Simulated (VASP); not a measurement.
# Ir (P6_3/mmc) in VASP: further runs

The runs below take Ir through single point, with LDA, PBEsol.

Everything below comes from runs of VASP 6.6.1. Logs are shortened: lines on timing, memory, paths and dates and some standing lists are left out, and cuts for length are marked.

## (1) The cell of the first run

Symmetry: P6_3/mmc, No. 194, hexagonal system. Conventional cell: a = 2.733 Å, b = 2.733 Å, c = 4.432 Å, α = 90.00°, β = 90.00°, γ = 120.00°. Within 3.6 Å of Ir (site symmetry -6m2) lie 12 Ir at 2.72 to 2.73 Å.

## (2) Single point, LDA

The input, INCAR:

```
  PREC = Accurate
  ENCUT = 520
  EDIFF = 1E-6
  ISMEAR = -1
  SIGMA = 0.05
  LREAL = F
  LASPH = T
  NELM = 100
  ALGO = Normal
  ISIF = 2
  LWAVE = F
  LCHARG = T
  LELF = T
  LVHAR = T
  NBANDS = 16
```

The input, KPOINTS:

```
Automatic mesh
0
Gamma
  11 11 6
```

The input, POSCAR:

```
Ir
1.0
    2.7329117147      0.0000000000      0.0000000000
   -1.3664558574      2.3667709712      0.0000000000
    0.0000000000      0.0000000000      4.4323408426
Ir
2
Direct
    0.3333333333      0.6666666667      0.2500000000
    0.6666666667      0.3333333333      0.7500000000
```

Potentials or basis: VASP PAW LDA potentials, release 64 (Ir).

Run with:

```
cat potpaw_LDA.64/Ir/POTCAR > POTCAR
mpirun -np 1 vasp_std > vasp.out
```

OUTCAR:

```text
PREC = Accurate
   ENCUT = 520
   EDIFF = 1E-6
   ISMEAR = -1
   LREAL = F
   LASPH = T
   NELM = 100
   ISIF = 2

 ion  position               nearest neighbor table
   1  0.333  0.667  0.250-   2 2.72   2 2.72   2 2.72   2 2.72   2 2.72   2 2.72
   2  0.667  0.333  0.750-   1 2.72   1 2.72   1 2.72   1 2.72   1 2.72   1 2.72

  LATTYP: Found a hexagonal cell.
 ALAT       =     2.7329117147
 C/A-ratio  =     1.6218382829

  Lattice vectors:

 A1 = (   2.7329117147,   0.0000000000,   0.0000000000)
 A2 = (  -1.3664558574,   2.3667709712,   0.0000000000)
 A3 = (   0.0000000000,   0.0000000000,   4.4323408426)

Analysis of symmetry for initial positions (statically):
=====================================================================
 Subroutine PRICEL returns:
 Original cell was already a primitive cell.

 Routine SETGRP: Setting up the symmetry group for a
 hexagonal supercell.

 Subroutine GETGRP returns: Found 24 space group operations
 (whereof 12 operations were pure point group operations)
 out of a pool of 24 trial point group operations.

The static configuration has the point symmetry D_3d.
 The point group associated with its full space group is D_6h.

Analysis of symmetry for dynamics (positions and initial velocities):
=====================================================================
 Subroutine PRICEL returns:
 Original cell was already a primitive cell.

 Routine SETGRP: Setting up the symmetry group for a
 hexagonal supercell.

 Subroutine GETGRP returns: Found 24 space group operations
 (whereof 12 operations were pure point group operations)
 out of a pool of 24 trial point group operations.

The dynamic configuration has the point symmetry D_3d.
 The point group associated with its full space group is D_6h.

 Subroutine INISYM returns: Found 24 space group operations
 (whereof 12 operations are pure point group operations),
 and found     1 'primitive' translations

----------------------------------------------------------------------------------------

                                     Primitive cell

  volume of cell :      28.6692

  direct lattice vectors                    reciprocal lattice vectors
     2.732911715  0.000000000  0.000000000     0.365910100  0.211258295  0.000000000
    -1.366455857  2.366770971  0.000000000     0.000000000  0.422516590  0.000000000
     0.000000000  0.000000000  4.432340843     0.000000000  0.000000000  0.225614418

  length of vectors
[... 81 lines left out ...]
   NELM   =    100;   NELMIN=  2; NELMDL= -5     # of ELM steps
   EDIFF  = 0.1E-05   stopping-criterion for ELM
   LREAL  =      F    real-space projection
   EDIFFG = 0.1E-04   stopping-criterion for IOM
   NSW    =      0    number of steps for IOM
   IBRION =     -1    ionic relax: 0-MD 1-quasi-New 2-CG
   NFREE  =      0    steps in history (QN), initial steepest desc. (CG)
   ISIF   =      2    stress and relaxation
   ISYM   =      2    0-nonsym 1-usesym 2-fastsym
   POTIM  = 0.5000    time-step for ionic-motion
   TEBEG  =    0.0;   TEEND  =   0.0 temperature during run
   PSTRESS=    0.0 pullay stress
   NELECT =      18.0000    total number of electrons
   NUPDOWN=      -1.0000    fix difference up-down
   EMIN   =  10.00;   EMAX   =-10.00  energy-range for DOS
   EFERMI =   0.00;   METHOD = LEGACY
   ISMEAR =    -1;   SIGMA  =   0.05  broadening in eV -4-tet -1-fermi 0-gaus
   EFERMI_NEDOS =   21; number of points for ismear=-14 and -15
   IALGO  =     38    algorithm
   IMIX   =      4    mixing-type and parameters
     AMIX     =   0.40;   BMIX     =  1.00
     AMIX_MAG =   1.60;   BMIX_MAG =  1.00
  volume/ion in A,a.u.               =      14.33        96.73
  Fermi-wavevector in a.u.,A,eV,Ry     =   1.401826  2.649066 26.737015  1.965115
  Thomas-Fermi vector in A             =   2.524648
   LORBIT       =      0    0 simple, 1 ext, 2 COOP (PROOUT), +10 PAW based schemes
   GGA     = CA    functional components
   LHFCALC =     F    Hartree Fock is set to
   AEXX    =    0.0000 exact exchange contribution
   IVDW    =     0    specifies the selected vdW correction
   LEPSILON=     F    determine dielectric tensor
   LRPA    =     F    only Hartree local field effects (RPA)
 non-spin polarized calculation
  energy-cutoff  :      520.00
  volume of cell :       28.67
 maximum number of plane-waves:       785
   NGX = 11   NGY = 11   NGZ = 17

 number of electron      18.0000000 magnetization

 Free energy of the ion-electron system (eV)
  ---------------------------------------------------
  ext. energy  EPLUGINS =         0.00000000
  ---------------------------------------------------
  free energy    TOTEN  =       -20.46024090 eV

  energy without entropy =      -20.43531222  energy(sigma->0) =      -20.44777656

 E-fermi :  10.1765     XC(G=0): -14.0634

 val. band max:       10.1652647072   @ k =   0.3636   0.1818   0.1667
 cond. band min:      10.1835135042   @ k =   0.2727   0.0909   0.3333
 fundamental gap:      0.0182487970
 Fermi energy:        10.1765143135

 k-point     1 :       0.0000    0.0000    0.0000
  band No.  band energies     occupation
      1      -0.8858      2.00000
      2       2.1294      2.00000
      3       6.2921      2.00000
      4       6.4010      2.00000
      5       6.4010      2.00000
      6       7.0490      2.00000
[... 433 lines left out ...]
      3       4.9121      2.00000
      4       5.1355      2.00000
      5       6.1107      2.00000
      6       6.7317      2.00000
[... 8 lines left out ...]
     15      25.4984      0.00000
     16      26.8139      0.00000

 [... further k-points ...]

------------------------ aborting loop because EDIFF is reached ----------------------------------------

  FORCE on cell =-STRESS in cart. coord.  units (eV):
  Direction    XX          YY          ZZ          XY          YZ          ZX
  --------------------------------------------------------------------------------------
  -------------------------------------------------------------------------------------
  Total       -1.5887508     -1.5887508     -1.6606279      0.0000000     -0.0000000      0.0000000
  in kB      -88.7874103    -88.7874103    -92.8042613      0.0000000     -0.0000000      0.0000000
  external PRESSURE =     -90.1263606 kB  Pullay stress =       0.0000000 kB

 VOLUME and BASIS-vectors are now :
 -----------------------------------------------------------------------------
  energy-cutoff  :      520.00
  volume of cell :       28.67
      direct lattice vectors                 reciprocal lattice vectors
     2.732911715  0.000000000  0.000000000     0.365910100  0.211258295  0.000000000
    -1.366455857  2.366770971  0.000000000     0.000000000  0.422516590  0.000000000
     0.000000000  0.000000000  4.432340843     0.000000000  0.000000000  0.225614418

 POSITION                                       TOTAL-FORCE (eV/Angst)
 -----------------------------------------------------------------------------------
     -0.00000      1.57785      1.10809         0.000000     -0.000000      0.000000
      1.36646      0.78892      3.32426        -0.000000      0.000000      0.000000
 -----------------------------------------------------------------------------------
    total drift:                               -0.000000      0.000000     -0.000000

  FREE ENERGIE OF THE ION-ELECTRON SYSTEM (eV)
  ---------------------------------------------------
  free  energy   TOTEN  =       -20.4602408998 eV

  energy  without entropy=      -20.4353122193  energy(sigma->0) =      -20.44777656
```

OSZICAR:

```text
N       E                     dE             d eps       ncg     rms          rms(c)
DAV:   1     0.143640948138E+03    0.14364E+03   -0.84884E+03  2048   0.114E+03
DAV:   2    -0.178356611638E+02   -0.16148E+03   -0.14556E+03  2048   0.313E+02
DAV:   3    -0.216378512382E+02   -0.38022E+01   -0.37543E+01  2872   0.574E+01
DAV:   4    -0.216809110835E+02   -0.43060E-01   -0.43052E-01  2304   0.513E+00
DAV:   5    -0.216822100955E+02   -0.12990E-02   -0.12990E-02  2920   0.925E-01    0.220E+01
DAV:   6    -0.206520315001E+02    0.10302E+01   -0.13182E+00  2552   0.150E+01    0.870E+00
DAV:   7    -0.204741969350E+02    0.17783E+00   -0.35395E-01  2776   0.725E+00    0.210E+00
DAV:   8    -0.204654003921E+02    0.87965E-02   -0.54545E-03  2312   0.684E-01    0.115E+00
DAV:   9    -0.204602511327E+02    0.51493E-02   -0.44741E-03  2648   0.897E-01    0.389E-02
DAV:  10    -0.204602478016E+02    0.33311E-05   -0.30876E-05  3032   0.516E-02    0.391E-02
DAV:  11    -0.204602409022E+02    0.68995E-05   -0.55650E-06  2640   0.254E-02    0.210E-03
DAV:  12    -0.204602408998E+02    0.23983E-08   -0.88850E-08  1704   0.259E-03
   1 F= -.20460241E+02 E0= -.20447777E+02  d E =-.249287E-01
```

stdout:

```text
POSCAR found type information on POSCAR Ir
 POSCAR found :  1 types and       2 ions
 scaLAPACK will be used
 LDA part: xc-table for (Slater(with rela. corr.)+CA(PZ))
 , standard interpolation
 POSCAR, INCAR and KPOINTS ok, starting setup
 FFT: planning ... GRIDC
 FFT: planning ... GRID_SOFT
 FFT: planning ... GRID
 WAVECAR not read
 entering main loop
```

Run time: 12 s. Hardware: 1 thread of Intel Xeon 6975P-C (Granite Rapids), shared host; peak memory 0.14 GiB.

What came out:

* Free energy: -20.4602 eV
* Pressure: -9.0 GPa
* Band gap on the k mesh: zero (band 9 reaches 11.14 eV, above the bottom of band 10 at 7.96 eV)

Caveat: spin-orbit coupling is left out, which moves the levels of the heavy elements.

## (3) Single point, LDA

This run uses another cell than the first one, of 14.63 Å³/atom, 1.020 times its volume.

The input, INCAR:

```
SYSTEM = Ir
  PREC = Accurate
  ENCUT = 520
  EDIFF = 1E-6
  ISMEAR = -1
  SIGMA = 0.05
  LREAL = .False.
  LASPH = .True.
  NELM = 100
  ALGO = Normal
  ISIF = 2
  LWAVE = .False.
  LCHARG = .True.
  GGA = CA
  LELF = .True.
  LVHAR = .True.
  NBANDS = 16
```

The input, KPOINTS:

```
Automatic mesh
0
Gamma
  11 11 6
  0 0 0
```

The input, POSCAR:

```
Ir
1.0
    2.7513778946      0.0000000000      0.0000000000
   -1.3756889473      2.3827631521      0.0000000000
    0.0000000000      0.0000000000      4.4622900000
Ir
2
Direct
    0.3333333333      0.6666666667      0.2500000000
    0.6666666667      0.3333333333      0.7500000000
```

Potentials or basis: VASP PAW LDA potentials, release 64 (Ir).

Run with:

```
cat potpaw_LDA.64/Ir/POTCAR > POTCAR
mpirun -np 1 vasp_std > vasp.out
```

It took 11 s on 1 thread of Intel Xeon 6975P-C (Granite Rapids), shared host; peak memory 0.14 GiB.

Results (log left out):

* Free energy: -20.4150 eV
* Pressure: -15.8 GPa
* Band gap on the k mesh: zero (band 9 reaches 10.75 eV, above the bottom of band 10 at 7.68 eV)

Stress tensor (GPa, compression positive):
```
-15.59   0.00   0.00
  0.00 -15.59   0.00
  0.00   0.00 -16.16
```

Levels at points of the mesh, in eV from the Fermi level:
| k point | band 7 | band 8 | band 9 | band 10 | band 11 | band 12 |
| --- | --- | --- | --- | --- | --- | --- |
| (0.00, 0.00, 0.00) | -3.03 | -2.27 | -2.27 | -0.67 | 0.27 | 0.27 |
| (0.00, 0.00, 0.50) | -3.77 | -3.77 | -0.44 | -0.44 | -0.44 | -0.44 |

Caveat: spin-orbit coupling is left out, which moves the levels of the heavy elements.

## (4) Single point, LDA

This run uses another cell than the first one, of 14.92 Å³/atom, 1.041 times its volume.

The input, INCAR:

```
PREC = Accurate
ENCUT = 520
EDIFF = 1E-6
ISMEAR = -1
SIGMA = 0.05
LREAL = False
LASPH = True
NELM = 60
ALGO = Normal
ISIF = 2
LWAVE = False
LCHARG = False
GGA = CA
NBANDS = 16
```

The input, KPOINTS:

```
Automatic mesh
0
Gamma
  11 11 6
```

The input, POSCAR:

```
Ir
1.0
    2.7695994713      0.0000000000      0.0000000000
   -1.3847997356      2.3985435004      0.0000000000
    0.0000000000      0.0000000000      4.4918424506
Ir
2
Direct
    0.3333333333      0.6666666667      0.2500000000
    0.6666666667      0.3333333333      0.7500000000
```

Potentials or basis: VASP PAW LDA potentials, release 64 (Ir).

Run with:

```
cat potpaw_LDA.64/Ir/POTCAR > POTCAR
mpirun -np 1 vasp_std > vasp.out
```

OUTCAR:

```text
PREC = Accurate
   ENCUT = 520
   EDIFF = 1E-6
   ISMEAR = -1
   LREAL = False
   LASPH = True
   NELM = 60
   ISIF = 2
   GGA = CA

 ion  position               nearest neighbor table
   1  0.333  0.667  0.250-   2 2.76   2 2.76   2 2.76   2 2.76   2 2.76   2 2.76
   2  0.667  0.333  0.750-   1 2.76   1 2.76   1 2.76   1 2.76   1 2.76   1 2.76

  LATTYP: Found a hexagonal cell.
 ALAT       =     2.7695994713
 C/A-ratio  =     1.6218382828

  Lattice vectors:

[... 643 lines left out ...]
 [... further k-points ...]

------------------------ aborting loop because EDIFF is reached ----------------------------------------

  FORCE on cell =-STRESS in cart. coord.  units (eV):
  Direction    XX          YY          ZZ          XY          YZ          ZX
  --------------------------------------------------------------------------------------
  -------------------------------------------------------------------------------------
  Total       -4.0002521     -4.0002521     -4.1317980     -0.0000000      0.0000000      0.0000000
  in kB     -214.7874311   -214.7874311   -221.8505851     -0.0000000      0.0000000      0.0000000
  external PRESSURE =    -217.1418158 kB  Pullay stress =       0.0000000 kB

 VOLUME and BASIS-vectors are now :
 -----------------------------------------------------------------------------
  energy-cutoff  :      520.00
  volume of cell :       29.84
      direct lattice vectors                 reciprocal lattice vectors
     2.769599471  0.000000000  0.000000000     0.361063038  0.208459842  0.000000000
    -1.384799736  2.398543500  0.000000000     0.000000000  0.416919685  0.000000000
     0.000000000  0.000000000  4.491842451     0.000000000  0.000000000  0.222625796

 POSITION                                       TOTAL-FORCE (eV/Angst)
 -----------------------------------------------------------------------------------
     -0.00000      1.59903      1.12296        -0.000000     -0.000000      0.000000
      1.38480      0.79951      3.36888         0.000000      0.000000      0.000000
 -----------------------------------------------------------------------------------
    total drift:                                0.000000     -0.000000     -0.000000

  FREE ENERGIE OF THE ION-ELECTRON SYSTEM (eV)
  ---------------------------------------------------
  free  energy   TOTEN  =       -20.3466884050 eV

  energy  without entropy=      -20.3199112431  energy(sigma->0) =      -20.33329982
```

Run time: 11 s. Hardware: 1 thread of Intel Xeon 6975P-C (Granite Rapids), shared host; peak memory 0.15 GiB.

What came out:

```
Free energy            : -20.3467 eV
Pressure               : -21.7 GPa
Band gap on the k mesh : zero (band 9 reaches 10.38 eV, above the bottom of band 10 at 7.41 eV)
```

Stress tensor (GPa, compression positive):
```
-21.48   0.00   0.00
  0.00 -21.48   0.00
  0.00   0.00 -22.19
```

Caveat: spin-orbit coupling is left out, which moves the levels of the heavy elements.

## (5) Single point, PBEsol

This run uses another cell than the first one, of 14.92 Å³/atom, 1.041 times its volume.

The input, INCAR:

```
PREC = Accurate ; ENCUT = 520
EDIFF = 1E-7 ; ISMEAR = -1
SIGMA = 0.05 ; LREAL = False
LASPH = True ; NELM = 80
ALGO = Fast ; ISIF = 2
LWAVE = False ; LCHARG = False
GGA = PS ; NBANDS = 16
```

The input, KPOINTS:

```
regular mesh
0
Gamma
  11 11 6
```

POSCAR is that of step 4.

Potentials or basis: VASP PAW PBE potentials, release 64 (Ir).

Run with:

```
cat potpaw_PBE.64/Ir/POTCAR > POTCAR
mpirun -np 1 vasp_std > vasp.out
```

It took 20 s on 1 thread of Intel Xeon 6975P-C (Granite Rapids), shared host; peak memory 0.16 GiB.

It converged, with:

```yaml
Free_energy: -19.3805 eV
Pressure: -17.7 GPa
Band_gap_on_the_k_mesh: zero (band 9 reaches 10.33 eV, above the bottom of band 10 at 7.34 eV)
```

Stress tensor (GPa, compression positive):
```
-17.52   0.00   0.00
  0.00 -17.52   0.00
  0.00   0.00 -18.15
```

Levels at points of the mesh, in eV from the Fermi level:
| k point | band 6 | band 7 | band 8 | band 9 | band 10 | band 11 | band 12 | band 13 |
| --- | --- | --- | --- | --- | --- | --- | --- | --- |
| (0.00, 0.00, 0.00) | -2.93 | -2.93 | -2.19 | -2.19 | -0.72 | 0.27 | 0.27 | 6.58 |
| (0.00, 0.00, 0.50) | -3.65 | -3.65 | -3.65 | -0.43 | -0.43 | -0.43 | -0.43 | 13.51 |

Caveat: the PAW data sets were made with another functional, which shifts forces and pressure a little; spin-orbit coupling is left out, which moves the levels of the heavy elements.

## (6) Single point, LDA

This run uses another cell than the first one, of 15.21 Å³/atom, 1.061 times its volume.

The input, INCAR:

```
SYSTEM = Ir
ALGO = Normal
EDIFF = 1E-6
ENCUT = 520
ISIF = 2
ISMEAR = -1
LASPH = .True.
LCHARG = .False.
LREAL = .False.
LWAVE = .False.
NBANDS = 16
NELM = 80
PREC = Accurate
SIGMA = 0.05
```

The input, KPOINTS:

```
k-points
0
Gamma
  11 11 6
  0 0 0
```

The input, POSCAR:

```
Ir
1.0
    2.7875843874      0.0000000000      0.0000000000
   -1.3937921937      2.4141188946      0.0000000000
    0.0000000000      0.0000000000      4.5210110761
Ir
2
Direct
    0.3333333333      0.6666666667      0.2500000000
    0.6666666667      0.3333333333      0.7500000000
```

Potentials or basis: VASP PAW LDA potentials, release 64 (Ir).

Run with:

```
cat potpaw_LDA.64/Ir/POTCAR > POTCAR
mpirun -np 1 vasp_std > vasp.out
```

Wall time 11 s (1 thread of Intel Xeon 6975P-C (Granite Rapids), shared host); peak memory 0.15 GiB.

It converged, with:

* Free energy: -20.2580 eV
* Pressure: -26.9 GPa
* Band gap on the k mesh: zero (band 9 reaches 10.02 eV, above the bottom of band 10 at 7.15 eV)

Stress tensor (GPa, compression positive):
```
-26.64   0.00   0.00
  0.00 -26.64   0.00
  0.00   0.00 -27.45
```

Levels at points of the mesh, in eV from the Fermi level:
| k point | band 6 | band 7 | band 8 | band 9 | band 10 | band 11 | band 12 | band 13 |
| --- | --- | --- | --- | --- | --- | --- | --- | --- |
| (0.00, 0.00, 0.00) | -2.85 | -2.85 | -2.13 | -2.13 | -0.56 | 0.26 | 0.26 | 6.44 |
| (0.00, 0.00, 0.50) | -3.55 | -3.55 | -3.55 | -0.42 | -0.42 | -0.42 | -0.42 | 13.51 |

Caveat: spin-orbit coupling is left out, which moves the levels of the heavy elements.

## (7) Summary

```tsv
level	potentials or basis	cell	gap on the mesh (eV)	pressure (GPa)
LDA	VASP PAW LDA potentials, release 64 (Ir)	a = 2.733, b = 2.733, c = 4.432 Å, angles 90.0, 90.0, 120.0°, 2 atoms	none	-9.0
LDA	VASP PAW LDA potentials, release 64 (Ir)	a = 2.751, b = 2.751, c = 4.462 Å, angles 90.0, 90.0, 120.0°, 2 atoms	none	-15.8
LDA	VASP PAW LDA potentials, release 64 (Ir)	a = 2.770, b = 2.770, c = 4.492 Å, angles 90.0, 90.0, 120.0°, 2 atoms	none	-21.7
PBEsol	VASP PAW PBE potentials, release 64 (Ir)	a = 2.770, b = 2.770, c = 4.492 Å, angles 90.0, 90.0, 120.0°, 2 atoms	none	-17.7
LDA	VASP PAW LDA potentials, release 64 (Ir)	a = 2.788, b = 2.788, c = 4.521 Å, angles 90.0, 90.0, 120.0°, 2 atoms	none	-26.9
```

Alike in all rows: task single point; no spin polarisation; k mesh 11 × 11 × 6; cutoff (eV) 520; smearing fermi-dirac 0.05 eV.

Caveats: spin-orbit coupling is left out, which moves the levels of the heavy elements; the PAW data sets were made with another functional, which shifts forces and pressure a little (some runs).

Total energies depend on the potentials used, so only differences within one code and one set of settings carry meaning.
